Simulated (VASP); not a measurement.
A run of VASP 6.6.1:

The input INCAR:

```
  PREC = Accurate
  ENCUT = 520
  EDIFF = 1E-6
  ISMEAR = 0
  SIGMA = 0.1
  LREAL = False
  LASPH = True
  NELM = 100
  ALGO = Normal
  ISIF = 2
  LWAVE = False
  LCHARG = False
  LDIPOL = True
  IDIPOL = 3
  DIPOL = 0.5 0.5 0.334
  GGA = PE
  NBANDS = 54
```

KPOINTS

```
Automatic mesh
0
Gamma
  7 5 1
```

The input POSCAR:

```
Ge6F
1.0
    4.0740542126      0.0000000000      0.0000000000
    0.0000000000      5.7615827213      0.0000000000
    0.0000000000      0.0000000000     19.5242196736
Ge F
6 1
Direct
    0.5000000000      0.0000000000      0.2048737449
    0.0000000000      0.2500000000      0.2048737449
    0.0000000000      0.5005156572      0.3087424246
    0.5000000000      0.7494843428      0.3087424246
    0.5000000000      0.0069199665      0.4109879835
    0.0000000000      0.2430800335      0.4109879835
    0.5000000000      0.8402532998      0.4878771860
```

Potentials or basis: VASP PAW PBE potentials, release 64 (Ge_d, F).

Launch:

```console
$ cat potpaw_PBE.64/Ge_d/POTCAR potpaw_PBE.64/F/POTCAR > POTCAR
$ mpirun -np 1 vasp_std > vasp.out
```

Hardware: 1 thread of Intel(R) Xeon(R) 6975P-C (Granite Rapids), on a shared host.

Q: How long does it take, and how much memory?

A: It took 6.9 min on 1 thread of Intel(R) Xeon(R) 6975P-C (Granite Rapids), on a shared host, peak memory 0.62 GiB. Counts: scf iterations 28, k points 12.
